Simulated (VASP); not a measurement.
Wanted: the native input for a VASP 6.6.1 run.

```
Task                   : single point
Functional             : PBEsol
Potentials or basis    : VASP PAW PBE potentials, release 64 (Ho)
Cutoff                 : 520 eV
k mesh                 : 14 × 14 × 7
Occupations            : fermi-dirac, width 0.05 eV
Spin                   : collinear spin, ferromagnetic start
Starting moments       : [3.584, 3.584] μB
Dipole correction      : no
Further INCAR settings : ALGO = Normal; EDIFF = 1e-06; NBANDS = 32
```

The structure of Ho lies in POSCAR:

```
Ho
1.0
    3.5523909305      0.0000000000      0.0000000000
   -1.7761954653      3.0764607900      0.0000000000
    0.0000000000      0.0000000000      5.7232100924
Ho
2
Direct
    0.3333333333      0.6666666667      0.2500000000
    0.6666666667      0.3333333333      0.7500000000
```

The input as run:

INCAR

```
SYSTEM = Ho
PREC     = Accurate       ! precision mode
ENCUT    = 520            ! plane-wave cutoff, eV
EDIFF    = 1E-6           ! SCF threshold, eV
ISMEAR   = -1             ! smearing method
SIGMA    = 0.05           ! smearing width, eV
LREAL    = .FALSE.        ! projectors in reciprocal space
LASPH    = .TRUE.         ! aspherical terms in the spheres
NELM     = 150            ! most SCF steps
ALGO     = Normal         ! electronic algorithm
ISIF     = 2              ! what is computed and relaxed
LWAVE    = .FALSE.        ! write WAVECAR
LCHARG   = .TRUE.         ! write CHGCAR
ISPIN    = 2              ! spin polarisation
MAGMOM   = 3.584 3.584    ! initial moments
LORBIT   = 11             ! projections on sites
LMAXMIX  = 6              ! l up to which the mixer works
GGA      = PS             ! functional
LELF     = .TRUE.         ! ELF
LVHAR    = .TRUE.       
NBANDS   = 32             ! bands
```

KPOINTS

```
regular mesh
0
G
  14 14 7
  0 0 0
```

Potentials or basis: VASP PAW PBE potentials, release 64 (Ho).

Run with:

```bash
$ cat potpaw_PBE.64/Ho/POTCAR > POTCAR
$ mpirun -np 1 vasp_std > vasp.out
```

Results of the run:

| Quantity | Value |
| --- | --- |
| Pressure | -0.1 GPa |
| Net moment | 7.26 μB per cell |
| Site moments | Ho +3.50 μB |
| Valence electrons inside the program's atomic spheres | Ho 18.55 |

Caveat: the magnetic or orbital state may not be the lowest; the PAW data sets were made with another functional, which shifts forces and pressure a little.

Wall time 18 min on 1 thread of Intel(R) Xeon(R) Platinum 8259CL CPU @ 2.50GHz (Skylake/Cascade Lake), with other jobs on the host, peak memory 0.43 GiB.
